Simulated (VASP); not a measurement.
# AlN (F-43m) in VASP: notebook

Runs on AlN. Level: PBE. Tasks: single point.

Everything below comes from runs of VASP 6.6.1. Logs are shortened: lines on timing, memory, paths and dates and some standing lists are left out, and cuts for length are marked.

## (1) The cell of the first run

It takes space group F-43m (No. 216, cubic). Conventional cell: a = 4.403 Å, b = 4.403 Å, c = 4.403 Å, α = 90.00°, β = 90.00°, γ = 90.00°. Al (site symmetry -43m) has 4 N at 1.91 Å within 2.5 Å. N (site symmetry -43m) has 4 Al at 1.91 Å within 2.5 Å.

## (2) Single point, PBE

INCAR reads:

```
PREC = Accurate
ENCUT = 600
EDIFF = 1E-6
ISMEAR = 1
SIGMA = 0.1
LREAL = F
LASPH = T
NELM = 120
ALGO = Normal
ISIF = 2
LWAVE = F
LCHARG = T
GGA = PE
LELF = T
LVHAR = T
NBANDS = 11
GGA_COMPAT = F
```

KPOINTS reads:

```
regular mesh
0
Gamma
  8 8 8
```

POSCAR reads:

```
AlN
1.0
    0.0000000000      2.2015432603      2.2015432603
    2.2015432603      0.0000000000      2.2015432603
    2.2015432603      2.2015432603      0.0000000000
Al N
1 1
Direct
    0.0000000000      0.0000000000      0.0000000000
    0.7500000000      0.7500000000      0.7500000000
```

Potentials or basis: VASP PAW PBE potentials, release 64 (Al, N).

On the command line:

```sh
cat potpaw_PBE.64/Al/POTCAR potpaw_PBE.64/N/POTCAR > POTCAR
mpirun -np 1 vasp_std > vasp.out
```

OUTCAR:

```text
PREC = Accurate
   ENCUT = 600
   EDIFF = 1E-6
   ISMEAR = 1
   LREAL = F
   LASPH = T
   NELM = 120
   ISIF = 2
   GGA = PE

 ion  position               nearest neighbor table
   1  0.000  0.000  0.000-   2 1.91   2 1.91   2 1.91   2 1.91
   2  0.750  0.750  0.750-   1 1.91   1 1.91   1 1.91   1 1.91

  LATTYP: Found a face centered cubic cell.
 ALAT       =     4.4030865206

  Lattice vectors:

 A1 = (   0.0000000000,   2.2015432603,   2.2015432603)
 A2 = (   2.2015432603,   0.0000000000,   2.2015432603)
 A3 = (   2.2015432603,   2.2015432603,   0.0000000000)

Analysis of symmetry for initial positions (statically):
=====================================================================
 Subroutine PRICEL returns:
 Original cell was already a primitive cell.

 Routine SETGRP: Setting up the symmetry group for a
 face centered cubic supercell.

 Subroutine GETGRP returns: Found 24 space group operations
 (whereof 24 operations were pure point group operations)
 out of a pool of 48 trial point group operations.

The static configuration has the point symmetry T_d .

Analysis of symmetry for dynamics (positions and initial velocities):
=====================================================================
 Subroutine PRICEL returns:
 Original cell was already a primitive cell.

 Routine SETGRP: Setting up the symmetry group for a
 face centered cubic supercell.

 Subroutine GETGRP returns: Found 24 space group operations
 (whereof 24 operations were pure point group operations)
 out of a pool of 48 trial point group operations.

The dynamic configuration has the point symmetry T_d .

 Subroutine INISYM returns: Found 24 space group operations
 (whereof 24 operations are pure point group operations),
 and found     1 'primitive' translations

----------------------------------------------------------------------------------------

                                     Primitive cell

  volume of cell :      21.3408

  direct lattice vectors                    reciprocal lattice vectors
     0.000000000  2.201543260  2.201543260    -0.227113411  0.227113411  0.227113411
     2.201543260  0.000000000  2.201543260     0.227113411 -0.227113411  0.227113411
     2.201543260  2.201543260  0.000000000     0.227113411  0.227113411 -0.227113411

  length of vectors
     3.113452337  3.113452337  3.113452337     0.393371967  0.393371967  0.393371967

  position of ions in fractional coordinates (direct lattice)
     0.000000000  0.000000000  0.000000000
     0.750000000  0.750000000  0.750000000

  ion indices of the primitive-cell ions
   primitive index   ion index
                 1           1
                 2           2

[... 85 lines left out ...]
   EFERMI =   0.00;   METHOD = LEGACY
   ISMEAR =     1;   SIGMA  =   0.10  broadening in eV -4-tet -1-fermi 0-gaus
   EFERMI_NEDOS =   21; number of points for ismear=-14 and -15
   IALGO  =     38    algorithm
   IMIX   =      4    mixing-type and parameters
     AMIX     =   0.40;   BMIX     =  1.00
     AMIX_MAG =   1.60;   BMIX_MAG =  1.00
  volume/ion in A,a.u.               =      10.67        72.01
  Fermi-wavevector in a.u.,A,eV,Ry     =   1.180414  2.230659 18.958041  1.393377
  Thomas-Fermi vector in A             =   2.316707
   LORBIT       =      0    0 simple, 1 ext, 2 COOP (PROOUT), +10 PAW based schemes
   GGA     = PE    functional components
   LHFCALC =     F    Hartree Fock is set to
   AEXX    =    0.0000 exact exchange contribution
   IVDW    =     0    specifies the selected vdW correction
   LEPSILON=     F    determine dielectric tensor
   LRPA    =     F    only Hartree local field effects (RPA)
 non-spin polarized calculation
 Methfessel and Paxton  Order N= 1 SIGMA  =   0.10
  energy-cutoff  :      600.00
  volume of cell :       21.34
 maximum number of plane-waves:       725
 NGX is ok and might be reduce to    28
   NGX = 13   NGY = 13   NGZ = 13

 number of electron       8.0000000 magnetization

 Free energy of the ion-electron system (eV)
  ---------------------------------------------------
  ext. energy  EPLUGINS =         0.00000000
  ---------------------------------------------------
  free energy    TOTEN  =       -14.84854599 eV

  energy without entropy =      -14.84899501  energy(sigma->0) =      -14.84869566

 E-fermi :   5.7844     XC(G=0): -10.8295

 val. band max:        5.7456448369   @ k =   0.0000   0.0000   0.0000
 cond. band min:       9.0506776695   @ k =   0.5000   0.5000   0.0000
 fundamental gap:      3.3050328326
 Fermi energy:         5.7843552404

 k-point     1 :       0.0000    0.0000    0.0000
  band No.  band energies     occupation
      1      -9.0980      2.00000
      2       5.7456      1.60394
      3       5.7456      1.60394
      4       5.7456      1.60394
      5       9.7306      0.00000
      6      18.0698      0.00000
      7      18.0698      0.00000
      8      18.0698      0.00000
      9      23.2424      0.00000
     10      23.2424      0.00000
     11      24.5980      0.00000
[... 309 lines left out ...]
 k-point    24 :      -0.3750    0.2500    0.1250
  band No.  band energies     occupation
      1      -6.8114      2.00000
      2       0.6907      2.00000
      3       3.5514      2.00000
      4       4.6443      2.00000
      5      12.7697      0.00000
      6      14.7859      0.00000
      7      17.6775      0.00000
      8      18.2222      0.00000
      9      22.6156      0.00000
     10      24.2498      0.00000
     11      27.4473      0.00000

 [... further k-points ...]

------------------------ aborting loop because EDIFF is reached ----------------------------------------

  FORCE on cell =-STRESS in cart. coord.  units (eV):
  Direction    XX          YY          ZZ          XY          YZ          ZX
  --------------------------------------------------------------------------------------
  -------------------------------------------------------------------------------------
  Total       -0.0528717     -0.0528717     -0.0528717      0.0000000      0.0000000      0.0000000
  in kB       -3.9693785     -3.9693785     -3.9693785      0.0000000      0.0000000      0.0000000
  external PRESSURE =      -3.9693785 kB  Pullay stress =       0.0000000 kB

 VOLUME and BASIS-vectors are now :
 -----------------------------------------------------------------------------
  energy-cutoff  :      600.00
  volume of cell :       21.34
      direct lattice vectors                 reciprocal lattice vectors
     0.000000000  2.201543260  2.201543260    -0.227113411  0.227113411  0.227113411
     2.201543260  0.000000000  2.201543260     0.227113411 -0.227113411  0.227113411
     2.201543260  2.201543260  0.000000000     0.227113411  0.227113411 -0.227113411

 POSITION                                       TOTAL-FORCE (eV/Angst)
 -----------------------------------------------------------------------------------
      0.00000      0.00000      0.00000         0.000000      0.000000      0.000000
      3.30231      3.30231      3.30231        -0.000000     -0.000000     -0.000000
 -----------------------------------------------------------------------------------
    total drift:                               -0.000000     -0.000000     -0.000000

  FREE ENERGIE OF THE ION-ELECTRON SYSTEM (eV)
  ---------------------------------------------------
  free  energy   TOTEN  =       -14.8485459911 eV

  energy  without entropy=      -14.8489950062  energy(sigma->0) =      -14.84869566
```

OSZICAR:

```text
N       E                     dE             d eps       ncg     rms          rms(c)
DAV:   1     0.154282135033E+02    0.15428E+02   -0.42868E+03   638   0.691E+02
DAV:   2    -0.160529148577E+02   -0.31481E+02   -0.30548E+02   763   0.159E+02
DAV:   3    -0.171779874941E+02   -0.11251E+01   -0.11236E+01   790   0.285E+01
DAV:   4    -0.171845895828E+02   -0.66021E-02   -0.66016E-02   725   0.227E+00
DAV:   5    -0.171846732560E+02   -0.83673E-04   -0.83672E-04   773   0.252E-01    0.850E+00
DAV:   6    -0.148570311054E+02    0.23276E+01   -0.11961E+01   791   0.180E+01    0.278E+00
DAV:   7    -0.148550293408E+02    0.20018E-02   -0.16018E-01   725   0.315E+00    0.201E+00
DAV:   8    -0.148499962195E+02    0.50331E-02   -0.29361E-02   698   0.173E+00    0.588E-01
DAV:   9    -0.148484975769E+02    0.14986E-02   -0.40721E-03   776   0.407E-01    0.233E-01
DAV:  10    -0.148485378416E+02   -0.40265E-04   -0.53613E-04   701   0.151E-01    0.196E-02
DAV:  11    -0.148485460928E+02   -0.82512E-05   -0.18383E-05   752   0.297E-02    0.162E-02
DAV:  12    -0.148485459911E+02    0.10172E-06   -0.71017E-07   454   0.675E-03
   1 F= -.14848546E+02 E0= -.14848696E+02  d E =0.449015E-03
```

stdout:

```text
POSCAR found type information on POSCAR AlN
 POSCAR found :  2 types and       2 ions
 scaLAPACK will be used
 LDA part: xc-table for (Slater+PW92), standard interpolation
 POSCAR, INCAR and KPOINTS ok, starting setup
 FFT: planning ... GRIDC
 FFT: planning ... GRID_SOFT
 FFT: planning ... GRID
 WAVECAR not read
 entering main loop
```

Wall time 15 s (1 thread of Intel Xeon 8259CL, shared host); peak memory 0.15 GiB.

Results:

| Quantity | Value |
| --- | --- |
| Free energy | -14.8485 eV |
| Pressure | -0.4 GPa |
| Band gap on the k mesh | 3.31 eV, indirect (least direct gap 3.98 eV) |

## (3) Single point, PBE

This run uses another cell than the first one, of 10.56 Å³/atom, 0.990 times its volume.

INCAR reads:

```
ALGO     = Normal         # electronic algorithm
EDIFF    = 1E-6           # SCF threshold, eV
ENCUT    = 600            # plane-wave cutoff, eV
GGA      = PE             # functional
GGA_COMPAT= F            
ISIF     = 2              # what is computed and relaxed
ISMEAR   = 1              # smearing method
LASPH    = T              # aspherical terms in the spheres
LCHARG   = F              # write CHGCAR
LREAL    = F              # projectors in reciprocal space
LWAVE    = F              # write WAVECAR
NBANDS   = 11             # bands
NELM     = 120            # most SCF steps
PREC     = Accurate       # precision mode
SIGMA    = 0.1            # smearing width, eV
```

KPOINTS reads:

```
k-points
0
Gamma
  8 8 8
```

POSCAR reads:

```
AlN
1.0
    0.0000000000      2.1939968823      2.1939968823
    2.1939968823      0.0000000000      2.1939968823
    2.1939968823      2.1939968823      0.0000000000
Al N
1 1
Direct
    0.0000000000      0.0000000000      0.0000000000
    0.7500000000      0.7500000000      0.7500000000
```

Potentials or basis: VASP PAW PBE potentials, release 64 (Al, N).

On the command line:

```sh
cat potpaw_PBE.64/Al/POTCAR potpaw_PBE.64/N/POTCAR > POTCAR
mpirun -np 1 vasp_std > vasp.out
```

Wall time 18 s (1 thread of Intel Xeon 8259CL, shared host); peak memory 0.15 GiB.

The run converged. Its results:

- Free energy: -14.8474 eV
- Pressure: 1.6 GPa
- Band gap on the k mesh: 3.31 eV, indirect (least direct gap 4.08 eV)

Levels at points of the mesh, in eV from the valence-band top:
```csv
k point,band 1,band 2,band 3,band 4,band 5,band 6,band 7,band 8
"(0.00, 0.00, 0.00)",-14.90,0.00,0.00,0.00,4.08,12.43,12.43,12.43
"(0.50, 0.00, 0.00)",-12.89,-5.80,-0.48,-0.48,7.26,9.77,11.06,11.06
"(0.50, 0.50, 0.00)",-12.27,-4.86,-1.76,-1.76,3.31,8.53,13.77,15.56
```

A k mesh can miss the band edges. PBE gaps usually lie below the measured ones, often by a third to a half.

## (4) Single point, PBE

This run uses another cell than the first one, of 10.46 Å³/atom, 0.980 times its volume.

INCAR is that of step 3.

KPOINTS is that of step 3.

POSCAR reads:

```
AlN
1.0
    0.0000000000      2.1869453360      2.1869453360
    2.1869453360      0.0000000000      2.1869453360
    2.1869453360      2.1869453360      0.0000000000
Al N
1 1
Direct
    0.0000000000      0.0000000000      0.0000000000
    0.7500000000      0.7500000000      0.7500000000
```

Potentials or basis: VASP PAW PBE potentials, release 64 (Al, N).

On the command line:

```sh
cat potpaw_PBE.64/Al/POTCAR potpaw_PBE.64/N/POTCAR > POTCAR
mpirun -np 1 vasp_std > vasp.out
```

OUTCAR:

```text
EDIFF = 1E-6
   ENCUT = 600
   GGA = PE
   ISIF = 2
   ISMEAR = 1
   LASPH = T
   LREAL = F
   NELM = 120
   PREC = Accurate

 ion  position               nearest neighbor table
   1  0.000  0.000  0.000-   2 1.89   2 1.89   2 1.89   2 1.89
   2  0.750  0.750  0.750-   1 1.89   1 1.89   1 1.89   1 1.89

  LATTYP: Found a face centered cubic cell.
 ALAT       =     4.3738906720

  Lattice vectors:

 A1 = (   0.0000000000,   2.1869453360,   2.1869453360)
 A2 = (   2.1869453360,   0.0000000000,   2.1869453360)
 A3 = (   2.1869453360,   2.1869453360,   0.0000000000)

Analysis of symmetry for initial positions (statically):
=====================================================================
 Subroutine PRICEL returns:
 Original cell was already a primitive cell.

 Routine SETGRP: Setting up the symmetry group for a
 face centered cubic supercell.

 Subroutine GETGRP returns: Found 24 space group operations
 (whereof 24 operations were pure point group operations)
 out of a pool of 48 trial point group operations.

The static configuration has the point symmetry T_d .

Analysis of symmetry for dynamics (positions and initial velocities):
[... 173 lines left out ...]
      5      10.0920      0.00000
      6      18.4520      0.00000
      7      18.4520      0.00000
      8      18.4520      0.00000
      9      23.5879      0.00000
     10      23.5879      0.00000
     11      24.9817      0.00000
[... 309 lines left out ...]
 k-point    24 :      -0.3750    0.2500    0.1250
  band No.  band energies     occupation
      1      -6.6721      2.00000
      2       0.8062      2.00000
      3       3.7139      2.00000
      4       4.8179      2.00000
      5      13.0207      0.00000
      6      15.1504      0.00000
      7      18.0632      0.00000
      8      18.5818      0.00000
      9      23.0585      0.00000
     10      24.6596      0.00000
     11      27.9162      0.00000

 [... further k-points ...]

------------------------ aborting loop because EDIFF is reached ----------------------------------------

  FORCE on cell =-STRESS in cart. coord.  units (eV):
  Direction    XX          YY          ZZ          XY          YZ          ZX
  --------------------------------------------------------------------------------------
  -------------------------------------------------------------------------------------
  Total        0.4709332      0.4709332      0.4709332      0.0000000      0.0000000     -0.0000000
  in kB       36.0683332     36.0683332     36.0683332      0.0000000      0.0000000     -0.0000000
  external PRESSURE =      36.0683332 kB  Pullay stress =       0.0000000 kB

 VOLUME and BASIS-vectors are now :
 -----------------------------------------------------------------------------
  energy-cutoff  :      600.00
  volume of cell :       20.92
      direct lattice vectors                 reciprocal lattice vectors
     0.000000000  2.186945336  2.186945336    -0.228629400  0.228629400  0.228629400
     2.186945336  0.000000000  2.186945336     0.228629400 -0.228629400  0.228629400
     2.186945336  2.186945336  0.000000000     0.228629400  0.228629400 -0.228629400

 POSITION                                       TOTAL-FORCE (eV/Angst)
 -----------------------------------------------------------------------------------
      0.00000      0.00000      0.00000         0.000000      0.000000      0.000000
      3.28042      3.28042      3.28042        -0.000000     -0.000000     -0.000000
 -----------------------------------------------------------------------------------
    total drift:                               -0.000000     -0.000000     -0.000000

  FREE ENERGIE OF THE ION-ELECTRON SYSTEM (eV)
  ---------------------------------------------------
  free  energy   TOTEN  =       -14.8438673322 eV

  energy  without entropy=      -14.8443133342  energy(sigma->0) =      -14.84401600
```

Run time: 16 s. Hardware: 1 thread of Intel Xeon 8259CL, shared host; peak memory 0.15 GiB.

What came out:

```
Free energy            : -14.8439 eV
Pressure               : 3.6 GPa
Band gap on the k mesh : 3.32 eV, indirect (least direct gap 4.16 eV)
```

Levels at points of the mesh, in eV from the valence-band top:
| k point | band 2 | band 3 | band 4 | band 5 | band 6 | band 7 |
| --- | --- | --- | --- | --- | --- | --- |
| (0.00, 0.00, 0.00) | 0.00 | 0.00 | 0.00 | 4.16 | 12.52 | 12.52 |
| (0.50, 0.00, 0.00) | -5.84 | -0.48 | -0.48 | 7.34 | 9.84 | 11.12 |
| (0.50, 0.50, 0.00) | -4.89 | -1.77 | -1.77 | 3.32 | 8.59 | 13.90 |

(Continued in part 2 of 2.)
